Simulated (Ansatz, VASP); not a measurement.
**K: VASP beside Ansatz**

The input INCAR:

```
SYSTEM = K
PREC = Accurate
ENCUT = 520
EDIFF = 1E-8
ISMEAR = -4
SIGMA = 0.1
LREAL = .FALSE.
LASPH = .TRUE.
NELM = 80
ALGO = Normal
ISIF = 2
LWAVE = .FALSE.
LCHARG = .FALSE.
LEFG = .TRUE.
NBANDS = 10
```

Contents of KPOINTS:

```
Automatic mesh
0
G
  10 10 10
  0 0 0
```

Contents of POSCAR:

```
K
1.0
   -2.6975585167      2.6975585167      2.6975585167
    2.6975585167     -2.6975585167      2.6975585167
    2.6975585167      2.6975585167     -2.6975585167
K
1
Direct
    0.0000000000      0.0000000000      0.0000000000
```

Input for Ansatz:

```yaml
crystal:
  lattice:
    - [-2.6975585167, 2.6975585167, 2.6975585167]
    - [2.6975585167, -2.6975585167, 2.6975585167]
    - [2.6975585167, 2.6975585167, -2.6975585167]
  atoms:
    - { symbol: K, position: [0.0, 0.0, 0.0] }
kpoints:
  mp_grid: { grid: [10, 10, 10] }
  band_path:
    path:
      - [0.0, 0.0, 0.0]
      - [0.5, -0.5, 0.5]
      - [0.0, 0.0, 0.5]
      - [0.0, 0.0, 0.0]
      - [0.25, 0.25, 0.25]
      - [0.5, -0.5, 0.5]
      - [0.25, 0.25, 0.25]
      - [0.0, 0.0, 0.5]
    npoints: 5
scf:
  occupations: { method: tetrahedron_uncorrected }
hamiltonian:
  xc: lda
  pseudopotentials: { kind: paw }
output:
  forces: true
  stress: true
  eigenvalues: true
  efg: { contact_densities: true }
```

Alike in both runs: task electric field gradients; functional LDA; k mesh 10 × 10 × 10; no spin polarisation.

|  | VASP | Ansatz |
| --- | --- | --- |
| version | VASP 6.6.1 | Ansatz 0.2.0 |
| potentials or method | VASP PAW LDA potentials, release 64 (K_sv) | PAW with Ansatz's default frozen-core files, scalar-relativistic |
| plane-wave cutoff (eV) | 520 | 420 |
| occupations | tetrahedron | tetrahedron-uncorrected |
| valence electrons in the cell | 9 | 9 |

```csv
,VASP,Ansatz,Ansatz less VASP
gap on the k mesh at the Fermi level (eV),none,none,-
pressure (GPa),-0.6,-0.6,+0.01
```

LDA's correlation is that of Perdew and Zunger in VASP and of Perdew and Wang (1992) in Ansatz. A gap of «none» marks a metal or a gap that the smearing closes. Ansatz's warnings: band table not solved further.
